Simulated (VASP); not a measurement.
# CdS: electric field gradients with PBE

Crystal: CdS.

```xyz
2
Lattice="-0.0883 2.8988 2.8988 2.8988 -0.0883 2.8988 2.8988 2.8988 -0.0883" Properties=species:S:1:pos:R:3 pbc="T T T"
Cd    0.0000    0.0000    0.0000
S     4.2820    4.2820    4.2820
```

This cell differs from its parent crystal: equal xy, yz and zx shear strains of -3 %.

- Program: VASP 6.6.1
- Task: electric field gradients
- Functional: PBE
- Potentials or basis: VASP PAW PBE potentials, release 64 (Cd, S)
- Cutoff: 520 eV
- k mesh: 7 × 7 × 7
- Occupations: fermi-dirac, width 0.02 eV
- Spin: no spin polarisation
- Dipole correction: no
- Further INCAR settings: ALGO = Normal; EDIFF = 1e-08; NBANDS = 16

| Quantity | Value |
| --- | --- |
| Pressure | 1.7 GPa |
| Largest force | 0.384 eV/Å |
| Band gap on the k mesh | 1.02 eV, direct |

Forces on the atoms (eV/Å):
```
Cd   0.222  0.222  0.222
S   -0.222 -0.222 -0.222
```

Stress tensor (GPa, compression positive):
```
1.73 1.64 1.64
1.64 1.73 1.64
1.64 1.64 1.73
```

Levels at points of the mesh, in eV from the valence-band top:
| k point | band 7 | band 8 | band 9 | band 10 | band 11 | band 12 |
| --- | --- | --- | --- | --- | --- | --- |
| (0.00, 0.00, 0.00) | -0.10 | -0.10 | 0.00 | 1.02 | 6.30 | 6.30 |

Electric field gradients, principal values (V/Å²):
```csv
atom,least,middle,greatest (by size)
1 Cd,17.183,17.183,-34.366
2 S,3.096,3.096,-6.192
```

Wall time 26 s on 1 thread of Intel(R) Xeon(R) Platinum 8488C (Sapphire Rapids), with other jobs on the host, peak memory 0.18 GiB.

Caveat: the cell differs from its parent crystal (equal xy, yz and zx shear strains of -3 %); without QUAD_EFG the Cq values of the log hold for a quadrupole moment of 1 mb, not for the nuclei.
